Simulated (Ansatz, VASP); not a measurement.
**Fe in VASP and in Ansatz**

```
Fe
1.0
     0.00000    1.81869    1.81869
     1.81869    0.00000    1.81869
     1.81869    1.81869    0.00000
Fe
1
Direct
  0.00000 0.00000 0.00000
```

Alike in both runs: functional r2SCAN; dispersion D4; k mesh 16 × 16 × 16; occupations fermi-dirac, width 0.05 eV; collinear spin.

Ansatz relaxed the structure, and its values are those at the end. VASP's run is a single point on that final structure, the one shown.

|  | VASP | Ansatz |
| --- | --- | --- |
| version | VASP 6.6.1 | Ansatz 0.2.0 |
| potentials or method | VASP PAW PBE potentials, release 64 (Fe) | PAW with Ansatz's default frozen-core files, scalar-relativistic |
| plane-wave cutoff (eV) | 520 | 500 |
| valence electrons in the cell | 8 | 16 |

Ansatz gave:

```
pressure (GPa)                                                : 0.0
net moment per atom (μB)                                      : 2.80
size of the moment on the site where the two differ most (μB) : 2.91
```

Estimate VASP's values.

pressure (GPa): -0.4; net moment per atom (μB): 2.79; size of the moment on the site where the two differ most (μB): 2.84.

VASP's potentials were made for PBE, not for r2SCAN. Site moments also hang on the region over which each program counts them. VASP's potentials hold 8 valence electrons a cell and Ansatz's 16, so a difference there can come from the potentials and not from the codes.
